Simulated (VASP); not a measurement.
Write the native input for VASP 6.6.1 that does the following.

```
Task                   : single point
Functional             : PBE
Potentials or basis    : VASP PAW PBE potentials, release 64 (H)
Cutoff                 : 520 eV
k mesh                 : 6 × 6 × 6
Occupations            : gaussian, width 0.05 eV
Spin                   : no spin polarisation
Dipole correction      : no
Further INCAR settings : ALGO = Normal; EDIFF = 1e-06; NBANDS = 14
```

The structure of H lies in POSCAR:

```
H
1.0
    3.7097352756     -3.7097352756      0.0000000000
    3.7097352756      3.7097352756      0.0000000000
   -3.7097352756      0.0000000000      4.5711281958
H
8
Direct
    0.4286199220      0.4892711500      0.9178910720
    0.2089455360      0.7089455360      0.4178910720
    0.9589455360      0.9589455360      0.9178910720
    0.7089455360      0.2089455360      0.4178910720
    0.0410544640      0.0410544640      0.0821089280
    0.7910544640      0.2910544640      0.5821089280
    0.5410544640      0.5410544640      0.0821089280
    0.2910544640      0.7910544640      0.5821089280
```

This cell differs from its parent crystal: atom 1 (H) moved +0.225 Å along Cartesian [0 1 0].

These files were run (other wordings do the same):

INCAR

```
SYSTEM = H
PREC = Accurate ; ENCUT = 520
EDIFF = 1E-6 ; ISMEAR = 0
SIGMA = 0.05 ; LREAL = .FALSE.
LASPH = .TRUE. ; NELM = 80
ALGO = Normal ; ISIF = 2
LWAVE = .FALSE. ; LCHARG = .FALSE.
GGA = PE ; NBANDS = 14
```

KPOINTS

```
regular mesh
0
G
  6 6 6
  0 0 0
```

Potentials or basis: VASP PAW PBE potentials, release 64 (H).

Command:

```console
$ cat potpaw_PBE.64/H/POTCAR > POTCAR
$ mpirun -np 1 vasp_std > vasp.out
```

It gave:

```yaml
Pressure: -0.5 GPa
Largest_force: 1.030 eV/Å
Band_gap_on_the_k_mesh: 9.05 eV, indirect (least direct gap 9.45 eV)
```

Caveat: the cell differs from its parent crystal (atom 1 (H) moved +0.225 Å along Cartesian [0 1 0]); forces of over 1 eV/Å act on the atoms, so gaps and moduli don't describe the material at rest.

Wall time 39 s on 1 thread of Intel(R) Xeon(R) 6975P-C (Granite Rapids) (shared host), peak memory 0.29 GiB.
